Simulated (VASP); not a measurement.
# Ba (P6/mmm) in VASP: further runs

The runs below take Ba through single point, with PBE.

All numbers are computed with VASP 6.6.1; they aren't measurements. Logs are shortened: lines on timing, memory, paths and dates and some standing lists are left out, and cuts for length are marked.

### Step 1. The cell of the first run

It takes space group P6/mmm (No. 191, hexagonal). The conventional cell has a = 7.556 Å, b = 7.556 Å, c = 3.909 Å, α = 90.00°, β = 90.00°, γ = 120.00°. Within 5.1 Å of Ba (site symmetry -6m2) lie 5 Ba at 3.91 to 4.36 Å.

### Step 2. Single point, PBE (strain +0.080 along x and y, +0.000 along z)

INCAR

```
ALGO     = Fast           # electronic algorithm
EDIFF    = 1E-7           # SCF threshold, eV
ENCUT    = 520            # plane-wave cutoff, eV
GGA      = PE             # functional
ISIF     = 2              # what is computed and relaxed
ISMEAR   = 0              # smearing method
LASPH    = T              # aspherical terms in the spheres
LCHARG   = F              # write CHGCAR
LREAL    = F              # projectors in reciprocal space
LWAVE    = F              # write WAVECAR
NBANDS   = 17             # bands
NELM     = 60             # most SCF steps
PREC     = Accurate       # precision mode
SIGMA    = 0.15           # smearing width, eV
```

KPOINTS

```
k-points
0
Gamma
  9 9 12
```

POSCAR

```
Ba
1.0
    7.5557524394      0.0000000000      0.0000000000
   -3.7778762197      6.5434735572      0.0000000000
    0.0000000000      0.0000000000      3.9093935500
Ba
2
Direct
    0.3333333333      0.6666666667      0.5000000000
    0.6666666667      0.3333333333      0.5000000000
```

Potentials or basis: VASP PAW PBE potentials, release 64 (Ba_sv).

Started as:

```console
$ cat potpaw_PBE.64/Ba_sv/POTCAR > POTCAR
$ mpirun -np 1 vasp_std > vasp.out
```

OUTCAR:

```text
EDIFF = 1E-7
   ENCUT = 520
   GGA = PE
   ISIF = 2
   ISMEAR = 0
   LASPH = T
   LREAL = F
   NELM = 60
   PREC = Accurate

 ion  position               nearest neighbor table
   1  0.333  0.667  0.500-   2 4.36   2 4.36   2 4.36
   2  0.667  0.333  0.500-   1 4.36   1 4.36   1 4.36

  LATTYP: Found a hexagonal cell.
 ALAT       =     7.5557524394
 C/A-ratio  =     0.5174062519

  Lattice vectors:

 A1 = (   7.5557524394,   0.0000000000,   0.0000000000)
 A2 = (  -3.7778762197,   6.5434735572,   0.0000000000)
 A3 = (   0.0000000000,   0.0000000000,   3.9093935500)

Analysis of symmetry for initial positions (statically):
=====================================================================
 Subroutine PRICEL returns:
 Original cell was already a primitive cell.

 Routine SETGRP: Setting up the symmetry group for a
 hexagonal supercell.

 Subroutine GETGRP returns: Found 24 space group operations
 (whereof 24 operations were pure point group operations)
 out of a pool of 24 trial point group operations.

The static configuration has the point symmetry D_6h.

Analysis of symmetry for dynamics (positions and initial velocities):
=====================================================================
 Subroutine PRICEL returns:
 Original cell was already a primitive cell.

 Routine SETGRP: Setting up the symmetry group for a
 hexagonal supercell.

 Subroutine GETGRP returns: Found 24 space group operations
 (whereof 24 operations were pure point group operations)
 out of a pool of 24 trial point group operations.

The dynamic configuration has the point symmetry D_6h.

 Subroutine INISYM returns: Found 24 space group operations
 (whereof 24 operations are pure point group operations),
 and found     1 'primitive' translations

----------------------------------------------------------------------------------------

                                     Primitive cell

  volume of cell :     193.2838

  direct lattice vectors                    reciprocal lattice vectors
     7.555752439  0.000000000  0.000000000     0.132349492  0.076412015  0.000000000
    -3.777876220  6.543473557  0.000000000     0.000000000  0.152824030  0.000000000
     0.000000000  0.000000000  3.909393550     0.000000000  0.000000000  0.255794150

  length of vectors
     7.555752439  7.555752439  3.909393550     0.152824030  0.152824030  0.255794150

  position of ions in fractional coordinates (direct lattice)
     0.333333333  0.666666667  0.500000000
     0.666666667  0.333333333  0.500000000

  ion indices of the primitive-cell ions
   primitive index   ion index
                 1           1
                 2           2

----------------------------------------------------------------------------------------

 KPOINTS: k-points

Automatic generation of k-mesh.
 Grid dimensions read from file:
 generate k-points for:    9    9   12

 Generating k-lattice:

  Cartesian coordinates                     Fractional coordinates (reciprocal lattice)
     0.014705499  0.008490224  0.000000000     0.111111111  0.000000000  0.000000000
     0.000000000  0.016980448  0.000000000     0.000000000  0.111111111  0.000000000
     0.000000000  0.000000000  0.021316179     0.000000000  0.000000000  0.083333333

  Length of vectors
     0.016980448  0.016980448  0.021316179

  Shift w.r.t. Gamma in fractional coordinates (k-lattice)
     0.000000000  0.000000000  0.000000000

 Subroutine IBZKPT returns following result:
 ===========================================

 Found     84 irreducible k-points:

 Following reciprocal coordinates:
            Coordinates               Weight
  0.000000  0.000000  0.000000      1.000000
  0.111111 -0.000000  0.000000      6.000000
  0.222222  0.000000  0.000000      6.000000
  0.333333 -0.000000  0.000000      6.000000
  0.444444  0.000000  0.000000      6.000000
  0.111111  0.111111  0.000000      6.000000
[... 16 lines left out ...]
  0.333333  0.222222  0.083333     24.000000
  0.333333  0.333333  0.083333      4.000000
 [... further k-points ...]
   k-points           NKPTS =     84   k-points in BZ     NKDIM =     84   number of bands    NBANDS=     17
   number of dos      NEDOS =    301   number of ions     NIONS =      2
   total plane-waves  NPLWV =  94080
   dimension x,y,z NGX =    56 NGY =   56 NGZ =   30
   dimension x,y,z NGXF=   112 NGYF=  112 NGZF=   60
   ions per type =               2
   NGX,Y,Z   is equivalent  to a cutoff of  12.32, 12.32, 12.76 a.u.
   NGXF,Y,Z  is equivalent  to a cutoff of  24.64, 24.64, 25.51 a.u.
 SYSTEM =  unknown system
   PREC   = accura    normal or accurate (medium, high low for compatibility)
   ISTART =      0    job   : 0-new  1-cont  2-samecut
   ICHARG =      2    charge: 1-file 2-atom 10-const
   ISPIN  =      1    spin polarized calculation?
   LNONCOLLINEAR =      F non collinear calculations
   LSORBIT =      F    spin-orbit coupling
   LASPH  =      T    aspherical Exc in radial PAW
   ENCUT  =  520.0 eV  38.22 Ry    6.18 a.u.  14.05 14.05  7.27*2*pi/ulx,y,z
   NELM   =     60;   NELMIN=  2; NELMDL= -5     # of ELM steps
   EDIFF  = 0.1E-06   stopping-criterion for ELM
   LREAL  =      F    real-space projection
   EDIFFG = 0.1E-05   stopping-criterion for IOM
   NSW    =      0    number of steps for IOM
   IBRION =     -1    ionic relax: 0-MD 1-quasi-New 2-CG
   NFREE  =      0    steps in history (QN), initial steepest desc. (CG)
   ISIF   =      2    stress and relaxation
   ISYM   =      2    0-nonsym 1-usesym 2-fastsym
   POTIM  = 0.5000    time-step for ionic-motion
   TEBEG  =    0.0;   TEEND  =   0.0 temperature during run
   PSTRESS=    0.0 pullay stress
   NELECT =      20.0000    total number of electrons
   NUPDOWN=      -1.0000    fix difference up-down
   EMIN   =  10.00;   EMAX   =-10.00  energy-range for DOS
   EFERMI =   0.00;   METHOD = LEGACY
   ISMEAR =     0;   SIGMA  =   0.15  broadening in eV -4-tet -1-fermi 0-gaus
   EFERMI_NEDOS =   21; number of points for ismear=-14 and -15
   IALGO  =     68    algorithm
   IMIX   =      4    mixing-type and parameters
     AMIX     =   0.40;   BMIX     =  1.00
     AMIX_MAG =   1.60;   BMIX_MAG =  1.00
  volume/ion in A,a.u.               =      96.64       652.17
  Fermi-wavevector in a.u.,A,eV,Ry     =   0.768575  1.452396  8.037067  0.590708
  Thomas-Fermi vector in A             =   1.869378
   LORBIT       =      0    0 simple, 1 ext, 2 COOP (PROOUT), +10 PAW based schemes
   GGA     = PE    functional components
   LHFCALC =     F    Hartree Fock is set to
   AEXX    =    0.0000 exact exchange contribution
   IVDW    =     0    specifies the selected vdW correction
   LEPSILON=     F    determine dielectric tensor
   LRPA    =     F    only Hartree local field effects (RPA)
 non-spin polarized calculation
 RMM-DIIS sequential band-by-band and
 Gauss-broadening in eV      SIGMA  =   0.15
  energy-cutoff  :      520.00
  volume of cell :      193.28
 maximum number of plane-waves:      5250
   NGX = 29   NGY = 29   NGZ = 15

 number of electron      20.0000000 magnetization

 Free energy of the ion-electron system (eV)
  ---------------------------------------------------
  ext. energy  EPLUGINS =         0.00000000
  ---------------------------------------------------
  free energy    TOTEN  =        -2.34562565 eV

  energy without entropy =       -2.27357257  energy(sigma->0) =       -2.30959911

 E-fermi :   0.2275     XC(G=0):  -5.8979

 val. band max:        0.2229486088   @ k =   0.3333  -0.0000   0.2500
 cond. band min:       0.2303501388   @ k =   0.0000   0.0000   0.5000
 fundamental gap:      0.0074015300
 Fermi energy:         0.2275145359

 k-point     1 :       0.0000    0.0000    0.0000
  band No.  band energies     occupation
      1     -29.1814      2.00000
      2     -29.1547      2.00000
      3     -14.4666      2.00000
      4     -14.4666      2.00000
      5     -14.2675      2.00000
      6     -14.2675      2.00000
[... 9 lines left out ...]
     16       3.5234      0.00000
     17       3.5590      0.00000

 k-point     2 :       0.1111   -0.0000    0.0000
  band No.  band energies     occupation
      1     -29.1807      2.00000
      2     -29.1554      2.00000
      3     -14.4685      2.00000
      4     -14.4622      2.00000
      5     -14.2722      2.00000
      6     -14.2655      2.00000
[... 9 lines left out ...]
     16       3.5006      0.00000
     17       3.5254      0.00000

 k-point     3 :       0.2222    0.0000    0.0000
  band No.  band energies     occupation
      1     -29.1786      2.00000
      2     -29.1574      2.00000
      3     -14.4732      2.00000
      4     -14.4500      2.00000
      5     -14.2850      2.00000
      6     -14.2605      2.00000
[... 9 lines left out ...]
     16       3.1521      0.00000
     17       3.4770      0.00000

 k-point     4 :       0.3333   -0.0000    0.0000
  band No.  band energies     occupation
      1     -29.1757      2.00000
      2     -29.1603      2.00000
      3     -14.4783      2.00000
      4     -14.4333      2.00000
      5     -14.3025      2.00000
      6     -14.2550      2.00000
[... 9 lines left out ...]
     16       2.8037      0.00000
     17       3.3786      0.00000
[... 343 lines left out ...]
      1     -29.1698      2.00000
      2     -29.1578      2.00000
      3     -14.4773      2.00000
      4     -14.4112      2.00000
      5     -14.3134      2.00000
      6     -14.2443      2.00000
[... 9 lines left out ...]
     16       2.3894      0.00000
     17       3.3274      0.00000

 k-point    23 :       0.3333    0.2222    0.0833
  band No.  band energies     occupation
      1     -29.1669      2.00000
      2     -29.1608      2.00000
      3     -14.4811      2.00000
      4     -14.3902      2.00000
      5     -14.3347      2.00000
      6     -14.2402      2.00000
[... 9 lines left out ...]
     16       2.1303      0.00000
     17       3.2682      0.00000

 k-point    24 :       0.3333    0.3333    0.0833
  band No.  band energies     occupation
      1     -29.1638      2.00000
      2     -29.1638      2.00000
      3     -14.4833      2.00000
      4     -14.3625      2.00000
      5     -14.3625      2.00000
      6     -14.2380      2.00000
[... 9 lines left out ...]
     16       1.7848      0.00000
     17       3.4361      0.00000

 [... further k-points ...]
[... 5 lines left out ...]
  --------------------------------------------------------------------------------------
  -------------------------------------------------------------------------------------
  Total       -0.4344904     -0.4344904      0.7184411      0.0000000     -0.0000000     -0.0000000
  in kB       -3.6015985     -3.6015985      5.9553362      0.0000000     -0.0000000     -0.0000000
  external PRESSURE =      -0.4159536 kB  Pullay stress =       0.0000000 kB

 VOLUME and BASIS-vectors are now :
 -----------------------------------------------------------------------------
  energy-cutoff  :      520.00
  volume of cell :      193.28
      direct lattice vectors                 reciprocal lattice vectors
     7.555752439  0.000000000  0.000000000     0.132349492  0.076412015  0.000000000
    -3.777876220  6.543473557  0.000000000     0.000000000  0.152824030  0.000000000
     0.000000000  0.000000000  3.909393550     0.000000000  0.000000000  0.255794150

 POSITION                                       TOTAL-FORCE (eV/Angst)
 -----------------------------------------------------------------------------------
     -0.00000      4.36232      1.95470        -0.000000      0.000000      0.000000
      3.77788      2.18116      1.95470         0.000000      0.000000     -0.000000
 -----------------------------------------------------------------------------------
    total drift:                                0.000000     -0.000000      0.000000

  FREE ENERGIE OF THE ION-ELECTRON SYSTEM (eV)
  ---------------------------------------------------
  free  energy   TOTEN  =        -2.3456256459 eV

  energy  without entropy=       -2.2735725731  energy(sigma->0) =       -2.30959911
```

Run time: 3.6 min. Hardware: 1 thread of Intel Xeon Platinum 8488C (Sapphire Rapids), shared host; peak memory 0.44 GiB.

What came out:

- Free energy: -2.3456 eV
- Pressure: 0.0 GPa
- Band gap on the k mesh: zero (band 10 reaches 0.82 eV, above the bottom of band 11 at 0.10 eV)

Levels at points of the mesh, in eV from the Fermi level:
| k point | band 8 | band 9 | band 10 | band 11 | band 12 | band 13 |
| --- | --- | --- | --- | --- | --- | --- |
| (0.00, 0.00, 0.00) | -14.12 | -2.15 | -0.02 | 0.16 | 0.66 | 0.66 |
| (0.00, 0.00, 0.50) | -14.41 | -0.17 | -0.17 | 0.00 | 1.05 | 1.12 |

Caveat: the cell differs from its parent crystal (strain +0.080 along x and y, +0.000 along z); spin-orbit coupling is left out, which moves the levels of the heavy elements.

(Part 1 of 2 ends here.)
